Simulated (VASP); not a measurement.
# Al3Pd (Immm) in VASP: a series of runs, part 2 of 2

VASP 6.6.1.

### 4 Relaxation of cell and atoms, PBE

File INCAR:

```
SYSTEM = Al3Pd
  PREC = Accurate
  ENCUT = 600
  EDIFF = 1E-6
  ISMEAR = 0
  SIGMA = 0.1
  LREAL = .FALSE.
  LASPH = .TRUE.
  NELM = 100
  ALGO = Normal
  ISIF = 3
  LWAVE = .FALSE.
  LCHARG = .FALSE.
  GGA = PE
  IBRION = 2
  NSW = 90
  EDIFFG = -0.04
```

File KPOINTS:

```
regular mesh
0
G
  6 6 6
  0 0 0
```

File POSCAR:

```
Al3Pd
1.0
   -2.3261966500      2.4790210700      2.9627647800
    2.3261966500     -2.4790210700      2.9627647800
    2.3261966500      2.4790210700     -2.9627647800
Al Pd
3 1
Direct
    0.0000000000      0.0000000000      0.0000000000
    0.6665428900      0.6665428900      0.0000000000
    0.3334571100      0.3334571100      0.0000000000
    0.5000000000      0.0000000000      0.5000000000
```

On the command line:

```bash
cat potpaw_PBE.64/Al/POTCAR potpaw_PBE.64/Pd/POTCAR > POTCAR
mpirun -np 1 vasp_std > vasp.out
```

Run time: 3.1 min. Hardware: 1 thread of Intel Xeon Platinum 8488C (Sapphire Rapids), shared host; peak memory 0.24 GiB.

It converged, with:

| Item | Value |
| --- | --- |
| Free energy | -16.7538 eV |
| Relaxed volume | 20.01 Å³/atom |
| Relaxed cell | a = 5.164 Å, b = 5.164 Å, c = 5.164 Å, α = 133.99°, β = 123.95°, γ = 75.34° |
| Space group after relaxing (to 0.1 Å) | Immm (No. 71) |
| Energy gained by relaxing | 1550.1 meV/atom |
| Ionic steps | 13 |
| Pressure after relaxing | -0.1 GPa |
| Largest force after relaxing | 0.005 eV/Å |
| Band gap on the k mesh | zero (an odd number of electrons rules out a gap without spin polarisation) |

Forces in eV/Å, atoms in the order of the input:
```
Al   0.000  0.000  0.000
Al   0.000  0.000 -0.005
Al   0.000  0.000  0.005
Pd   0.000  0.000  0.000
```

Stress tensor (GPa, compression positive):
```
-0.09  0.00  0.00
 0.00  0.05  0.00
 0.00  0.00 -0.14
```

The path:
```tsv
step	energy change (eV)	largest force (eV/Å)	pressure (GPa)	volume (Å³)
1	0.0000	0.7438	41.91	68.34
2	-4.5009	0.5098	-9.50	112.05
3	-5.7949	0.1543	-5.04	89.52
4	-5.7964	0.1550	-4.76	89.10
5	-6.0888	0.2568	-0.48	82.33
6	-6.1089	0.4202	1.01	80.63
7	-6.1099	0.4718	1.45	80.17
8	-6.1522	0.3487	0.14	81.12
9	-6.1743	0.2661	-1.19	82.18
10	-6.1750	0.2587	-1.42	82.38
11	-6.1953	0.1941	-0.19	80.50
12	-6.1966	0.1706	0.18	79.97
13	-6.2003	0.0048	-0.06	80.05
```

Final structure:
```
CELL_PARAMETERS angstrom
-2.01807 2.42607 4.08730
2.01807 -2.42607 4.08730
2.01807 2.42607 -4.08730
ATOMIC_POSITIONS crystal
Al 0.00000 0.00000 0.00000
Al 0.68242 0.68242 0.00000
Al 0.31758 0.31758 0.00000
Pd 0.50000 0.00000 0.50000
```

Levels at points of the mesh, in eV from the Fermi level:
| k point | band 7 | band 8 | band 9 | band 10 | band 11 | band 12 |
| --- | --- | --- | --- | --- | --- | --- |
| (0.00, 0.00, 0.00) | -1.58 | -0.64 | -0.55 | 0.65 | 1.04 | 1.60 |
| (0.50, 0.00, 0.00) | -3.57 | -2.45 | -1.01 | 1.33 | 2.40 | 2.86 |
| (0.00, 0.50, 0.00) | -3.51 | -2.34 | -0.33 | 0.11 | 0.44 | 1.13 |
| (0.50, 0.50, 0.00) | -3.82 | -3.43 | -2.01 | -1.51 | -0.30 | 2.68 |
| (0.50, 0.50, 0.50) | -3.45 | -2.65 | -1.30 | -0.49 | 2.70 | 3.69 |

Caveat: the volume moved by over 15 % at a fixed basis, so the end points are rough.

### 5 Single point, PBE, collinear spin

This run uses another cell than the first one, of 20.06 Å³/atom.

File INCAR:

```
SYSTEM = Al3Pd
PREC     = Accurate       ! precision mode
ENCUT    = 520            ! plane-wave cutoff, eV
EDIFF    = 1E-6           ! SCF threshold, eV
ISMEAR   = 0              ! smearing method
SIGMA    = 0.1            ! smearing width, eV
LREAL    = .FALSE.        ! projectors in reciprocal space
LASPH    = .TRUE.         ! aspherical terms in the spheres
NELM     = 150            ! most SCF steps
ALGO     = Normal         ! electronic algorithm
ISIF     = 2              ! what is computed and relaxed
LWAVE    = .FALSE.        ! write WAVECAR
LCHARG   = .FALSE.        ! write CHGCAR
ISPIN    = 2              ! spin polarisation
MAGMOM   = 0 0 0 1        ! initial moments
LORBIT   = 11             ! projections on sites
LMAXMIX  = 4              ! l up to which the mixer works
GGA      = PE             ! functional
NBANDS   = 22             ! bands
```

KPOINTS is that of step 4.

File POSCAR:

```
Al3Pd
1.0
   -2.0181493399      2.4277144052      4.0945360513
    2.0181493399     -2.4277144052      4.0945360513
    2.0181493399      2.4277144052     -4.0945360513
Al Pd
3 1
Direct
    0.0000000000      0.0000000000      0.0000000000
    0.6820730648      0.6820730648      0.0000000000
    0.3179269352      0.3179269352      0.0000000000
    0.5000000000      0.0000000000      0.5000000000
```

On the command line:

```bash
cat potpaw_PBE.64/Al/POTCAR potpaw_PBE.64/Pd/POTCAR > POTCAR
mpirun -np 1 vasp_std > vasp.out
```

It took 83 s on 1 thread of Intel Xeon Platinum 8488C (Sapphire Rapids), shared host; peak memory 0.34 GiB.

The run converged. Its results:

| Item | Value |
| --- | --- |
| Free energy | -16.7604 eV |
| Pressure | -0.2 GPa |
| Largest force | 0.024 eV/Å |
| Net moment | 0.00 μB per cell |
| Valence electrons inside the program's atomic spheres | Al 0.80, 0.75 (each value once); Pd 9.81 |

Forces on the atoms (eV/Å):
```
Al   0.000  0.000  0.000
Al   0.000  0.000  0.024
Al   0.000  0.000 -0.024
Pd   0.000  0.000  0.000
```

Stress tensor (GPa, compression positive):
```
-0.12  0.00  0.00
 0.00 -0.10  0.00
 0.00  0.00 -0.37
```

Levels at points of the mesh, in eV from the Fermi level:
Spin up:
```tsv
k point	band 6	band 7	band 8	band 9	band 10	band 11	band 12	band 13
(0.00, 0.00, 0.00)	-3.82	-1.56	-0.64	-0.56	0.65	1.04	1.61	1.76
(0.50, 0.00, 0.00)	-3.91	-3.57	-2.46	-1.01	1.34	2.41	2.88	3.79
(0.00, 0.50, 0.00)	-3.74	-3.50	-2.33	-0.32	0.10	0.44	1.13	1.96
(0.50, 0.50, 0.00)	-3.89	-3.81	-3.43	-2.00	-1.51	-0.30	2.66	3.81
(0.50, 0.50, 0.50)	-3.66	-3.45	-2.64	-1.30	-0.47	2.71	3.69	5.24
```
Spin down:
| k point | band 5 | band 6 | band 7 | band 8 | band 9 | band 10 | band 11 | band 12 | band 13 | band 14 |
| --- | --- | --- | --- | --- | --- | --- | --- | --- | --- | --- |
| (0.00, 0.00, 0.00) | -4.16 | -3.82 | -1.56 | -0.64 | -0.56 | 0.65 | 1.04 | 1.60 | 1.76 | 3.04 |
| (0.50, 0.00, 0.00) | -4.32 | -3.91 | -3.57 | -2.46 | -1.01 | 1.34 | 2.41 | 2.88 | 3.79 | 5.39 |
| (0.00, 0.50, 0.00) | -4.06 | -3.74 | -3.50 | -2.33 | -0.32 | 0.10 | 0.44 | 1.13 | 1.96 | 3.45 |
| (0.50, 0.50, 0.00) | -4.09 | -3.89 | -3.81 | -3.43 | -2.00 | -1.51 | -0.30 | 2.66 | 3.81 | 4.25 |
| (0.50, 0.50, 0.50) | -3.77 | -3.66 | -3.45 | -2.64 | -1.30 | -0.47 | 2.71 | 3.69 | 5.24 | 6.26 |

### 6 Single point, PBE

This run uses another cell than the first one, of 17.70 Å³/atom.

File INCAR:

```
SYSTEM = Al3Pd
PREC     = Accurate       ! precision mode
ENCUT    = 520            ! plane-wave cutoff, eV
EDIFF    = 1E-7           ! SCF threshold, eV
ISMEAR   = 0              ! smearing method
SIGMA    = 0.1            ! smearing width, eV
LREAL    = .False.        ! projectors in reciprocal space
LASPH    = .True.         ! aspherical terms in the spheres
NELM     = 80             ! most SCF steps
ALGO     = Fast           ! electronic algorithm
ISIF     = 2              ! what is computed and relaxed
LWAVE    = .False.        ! write WAVECAR
LCHARG   = .False.        ! write CHGCAR
GGA      = PE             ! functional
NBANDS   = 18             ! bands
```

File KPOINTS:

```
regular mesh
0
Gamma
  14 14 14
  0 0 0
```

File POSCAR:

```
Al3Pd
1.0
   -1.3966923581      2.4630335042      5.1444990434
    1.3966923581     -2.4630335042      5.1444990434
    1.3966923581      2.4630335042     -5.1444990434
Al Pd
3 1
Direct
    0.0000000000      0.0000000000      0.0000000000
    0.7127974665      0.7127974665      0.0000000000
    0.2872025335      0.2872025335      0.0000000000
    0.5000000000      0.0000000000      0.5000000000
```

Potentials or basis: VASP PAW PBE potentials, release 64 (Al, Pd).

On the command line:

```bash
cat potpaw_PBE.64/Al/POTCAR potpaw_PBE.64/Pd/POTCAR > POTCAR
mpirun -np 1 vasp_std > vasp.out
```

OUTCAR:

```text
SYSTEM = Al3Pd
   PREC = Accurate
   ENCUT = 520
   EDIFF = 1E-7
   ISMEAR = 0
   LREAL = .False.
   LASPH = .True.
   NELM = 80
   ISIF = 2
   GGA = PE

 ion  position               nearest neighbor table
   1  0.000  0.000  0.000-   4 2.46   4 2.46   2 2.96   3 2.96
   2  0.713  0.713  0.000-   4 2.60   4 2.60   3 2.93   3 2.93   3 2.93   3 2.93   1 2.96
   3  0.287  0.287  0.000-   4 2.60   4 2.60   2 2.93   2 2.93   2 2.93   2 2.93   1 2.96
   4  0.500  0.000  0.500-   1 2.46   1 2.46   3 2.60   2 2.60   3 2.60   2 2.60

  LATTYP: Found a body centered orthorhombic cell.
[... 707 lines left out ...]
  --------------------------------------------------------------------------------------
  -------------------------------------------------------------------------------------
  Total       -0.0394922     -0.0045600      0.0065744      0.0000000      0.0000000      0.0000000
  in kB       -0.8938149     -0.1032046      0.1487955      0.0000000      0.0000000      0.0000000
  external PRESSURE =      -0.2827414 kB  Pullay stress =       0.0000000 kB

 VOLUME and BASIS-vectors are now :
 -----------------------------------------------------------------------------
  energy-cutoff  :      520.00
  volume of cell :       70.79
      direct lattice vectors                 reciprocal lattice vectors
    -1.396692358  2.463033504  5.144499043     0.000000000  0.203001705  0.097191193
     1.396692358 -2.463033504  5.144499043     0.357988642  0.000000000  0.097191193
     1.396692358  2.463033504 -5.144499043     0.357988642  0.203001705  0.000000000

 POSITION                                       TOTAL-FORCE (eV/Angst)
 -----------------------------------------------------------------------------------
      0.00000      0.00000      0.00000        -0.000000      0.000000     -0.000000
      0.00000      0.00000      7.33397         0.000000      0.000000      0.004881
      0.00000      0.00000      2.95503         0.000000     -0.000000     -0.004881
      0.00000      2.46303      0.00000        -0.000000      0.000000      0.000000
 -----------------------------------------------------------------------------------
    total drift:                               -0.000000     -0.000000      0.000000

  FREE ENERGIE OF THE ION-ELECTRON SYSTEM (eV)
  ---------------------------------------------------
  free  energy   TOTEN  =       -17.1247488785 eV

  energy  without entropy=      -17.1179380492  energy(sigma->0) =      -17.12134346
```

Wall time 10 min (1 thread of Intel Xeon Platinum 8488C (Sapphire Rapids), shared host); peak memory 0.71 GiB.

What came out:

| Property | Result |
| --- | --- |
| Free energy | -17.1247 eV |
| Pressure | 0.0 GPa |
| Largest force | 0.005 eV/Å |
| Band gap on the k mesh | zero (an odd number of electrons rules out a gap without spin polarisation) |

Forces on the atoms (eV/Å):
```
Al   0.000  0.000  0.000
Al   0.000  0.000  0.005
Al   0.000  0.000 -0.005
Pd   0.000  0.000  0.000
```

Levels at points of the mesh, in eV from the Fermi level:
```csv
k point,band 6,band 7,band 8,band 9,band 10,band 11,band 12,band 13
"(0.00, 0.00, 0.00)",-2.70,-2.68,-2.43,-2.39,-1.69,-1.27,-0.14,6.98
"(0.50, 0.00, 0.00)",-4.49,-2.69,-2.57,-2.44,0.05,1.90,3.98,4.93
"(0.00, 0.50, 0.00)",-3.46,-2.20,-1.54,0.44,0.87,0.96,2.17,2.30
"(0.50, 0.50, 0.00)",-3.61,-2.84,-1.78,-1.26,-1.07,0.33,2.18,2.65
"(0.50, 0.50, 0.50)",-3.61,-2.69,-2.43,-1.89,1.10,1.17,2.33,2.44
```

### 7 The runs side by side

```csv
task,spin,cell,k mesh,cutoff (eV),gap on the mesh (eV),pressure (GPa),largest force (eV/Å)
single point,off,"a = 4.509 Å, angles 117.9, 113.3, 97.9°, 4 atoms, atomic positions A",6 × 6 × 6,520,none,41.9,0.74
single point,off,"a = 5.170 Å, angles 134.0, 124.0, 75.3°, 4 atoms, atomic positions B",6 × 6 × 6,520,none,-0.2,0.02
relaxation of cell and atoms,off,"relaxed from a = 4.509 Å, angles 117.9, 113.3, 97.9°, 4 atoms, atomic positions A",6 × 6 × 6,600,none,-0.1,-
single point,collinear,"a = 5.170 Å, angles 134.0, 124.0, 75.3°, 4 atoms, atomic positions B",6 × 6 × 6,520,none,-0.2,0.02
single point,off,"a = 5.872 Å, angles 152.5, 130.4, 57.7°, 4 atoms, atomic positions C",14 × 14 × 14,520,none,0.0,-
```

Alike in all rows: level PBE; potentials or basis VASP PAW PBE potentials, release 64 (Al, Pd); smearing gaussian 0.1 eV.

Caveats: the cell stands under pressure (at least some runs); the volume moved by over 15 % at a fixed basis, so the end points are rough (at least some runs).

Total energies depend on the potentials used, so only differences within one code and one set of settings carry meaning.
